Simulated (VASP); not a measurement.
Input of a VASP 6.6.1 run:

File INCAR:

```
  ALGO = Fast
  EDIFF = 1E-6
  EDIFFG = -0.05
  ENCUT = 600
  GGA = PS
  IBRION = 2
  ISIF = 3
  ISMEAR = 0
  LASPH = True
  LCHARG = False
  LREAL = False
  LWAVE = False
  NELM = 80
  NSW = 80
  PREC = Accurate
  SIGMA = 0.1
```

The input KPOINTS:

```
k-points
0
Gamma
  6 6 6
```

File POSCAR:

```
TiAl
1.0
    3.0810149011      0.0000000000      0.0000000000
    0.0000000000      3.0810149011      0.0000000000
    0.0000000000      0.0000000000      3.0810149011
Al Ti
1 1
Direct
    0.0000000000      0.0000000000      0.0000000000
    0.5000000000      0.5000000000      0.5000000000
```

Potentials or basis: VASP PAW PBE potentials, release 64 (Al, Ti_sv).

Command:

```console
$ cat potpaw_PBE.64/Al/POTCAR potpaw_PBE.64/Ti_sv/POTCAR > POTCAR
$ mpirun -np 1 vasp_std > vasp.out
```

**Question.** Estimate the relaxed cell.

**Answer.** a = 3.155 Å, b = 3.155 Å, c = 3.155 Å, α = 90.00°, β = 90.00°, γ = 90.00°.

**Question.** What does it give for the space group after relaxing (to 0.05 Å)?

**Answer.** Pm-3m (No. 221).

**Question.** Estimate the relaxed volume.

**Answer.** 15.71 Å³/atom.

Step by step:
```tsv
step	energy change (eV)	largest force (eV/Å)	pressure (GPa)	volume (Å³)
1	0.0000	0.0000	9.76	29.25
2	-0.0276	0.0000	-5.89	33.18
3	-0.0618	0.0000	-0.03	31.41
```

Caveat: the PAW data sets were made with another functional, which shifts forces and pressure a little.
